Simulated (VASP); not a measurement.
ErBe3Pd, 5 atoms in the cell. It takes space group Pm-3m (No. 221, cubic). The conventional cell has a = 4.779 Å, b = 4.779 Å, c = 4.779 Å, α = 90.00°, β = 90.00°, γ = 90.00°. Er (site symmetry m-3m) has 6 Be at 2.39 Å within 3.2 Å. Be (site symmetry 4/mmm) has 2 Er at 2.39 Å within 3.2 Å. Within 4.4 Å of Pd (site symmetry m-3m) lie 12 Be at 3.38 Å and 8 Er at 4.14 Å. 

| Quantity | Value |
| --- | --- |
| Program | VASP 6.6.1 |
| Task | single point |
| Functional | PBE |
| Potentials or basis | VASP PAW PBE potentials, release 64 (Er_3, Be, Pd), 4f in core |
| Cutoff | 600 eV |
| k mesh | 8 × 8 × 8 |
| Occupations | gaussian, width 0.1 eV |
| Spin | no spin polarisation |
| Dipole correction | no |
| Mended | yes |
| Further INCAR settings | ALGO = Normal; EDIFF = 1e-06; NBANDS = 20 |

Potentials or basis: VASP PAW PBE potentials, release 64 (Er_3, Be, Pd), 4f in core.

Launch:

```sh
$ cat potpaw_PBE.64/Er_3/POTCAR potpaw_PBE.64/Be/POTCAR potpaw_PBE.64/Pd/POTCAR > POTCAR
$ mpirun -np 1 vasp_std > vasp.out
```

Hardware: 1 thread of AMD EPYC 9R45 96-Core Processor (Zen 5), with other jobs on the host.

Problem. How long does it take, and how much memory?

Solution. It took 71 s on 1 thread of AMD EPYC 9R45 96-Core Processor (Zen 5) (shared host), peak memory 0.28 GiB. Counts: scf iterations 17, k points 35.
